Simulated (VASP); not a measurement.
Set up this calculation in VASP 6.6.1, as the native input.

```yaml
Task: relaxation of cell and atoms
Functional: PBE
Potentials_or_basis: VASP PAW PBE potentials, release 64 (Ga_d, B, As)
Cutoff: 600 eV
k_mesh: 6 × 6 × 6
Occupations: gaussian, width 0.1 eV
Spin: no spin polarisation
Dipole_correction: no
Further_INCAR_settings: ALGO = Normal; EDIFF = 1e-06; IBRION = 2; EDIFFG = -0.04; NSW = 90; ISIF = 3
```

The structure of Ga2BAs3 lies in POSCAR:

```
Ga2BAs3
1.0
   -1.9001415200      1.9001415200      8.0616177200
    1.9001415200     -1.9001415200      8.0616177200
    1.9001415200      1.9001415200     -8.0616177200
Ga B As
2 1 3
Direct
    0.6666666700      0.6666666700      0.0000000000
    0.3333333300      0.3333333300      0.0000000000
    0.0000000000      0.0000000000      0.0000000000
    0.5833333300      0.0833333300      0.5000000000
    0.2500000000      0.7500000000      0.5000000000
    0.9166666700      0.4166666700      0.5000000000
```

One way to write it, as run:

INCAR

```
  PREC = Accurate
  ENCUT = 600
  EDIFF = 1E-6
  ISMEAR = 0
  SIGMA = 0.1
  LREAL = F
  LASPH = T
  NELM = 100
  ALGO = Normal
  ISIF = 3
  LWAVE = F
  LCHARG = F
  GGA = PE
  IBRION = 2
  NSW = 90
  EDIFFG = -0.04
```

KPOINTS

```
Automatic mesh
0
Gamma
  6 6 6
```

Potentials or basis: VASP PAW PBE potentials, release 64 (Ga_d, B, As).

Command:

```console
$ cat potpaw_PBE.64/Ga_d/POTCAR potpaw_PBE.64/B/POTCAR potpaw_PBE.64/As/POTCAR > POTCAR
$ mpirun -np 1 vasp_std > vasp.out
```

It gave:

| Property | Result |
| --- | --- |
| Relaxed volume | 20.19 Å³/atom |
| Relaxed cell | a = 8.739 Å, b = 8.739 Å, c = 8.739 Å, α = 154.76°, β = 154.76°, γ = 35.99° |
| Space group after relaxing (to 0.1 Å) | I-4m2 (No. 119) |
| Energy gained by relaxing | 151.5 meV/atom |
| Ionic steps | 8 |
| Pressure after relaxing | 0.0 GPa |
| Largest force after relaxing | 0.014 eV/Å |
| Band gap on the k mesh | 0.45 eV |

Run time: 45 min on 1 thread of Intel(R) Xeon(R) Platinum 8488C (Sapphire Rapids), with other jobs on the host, peak memory 0.82 GiB.
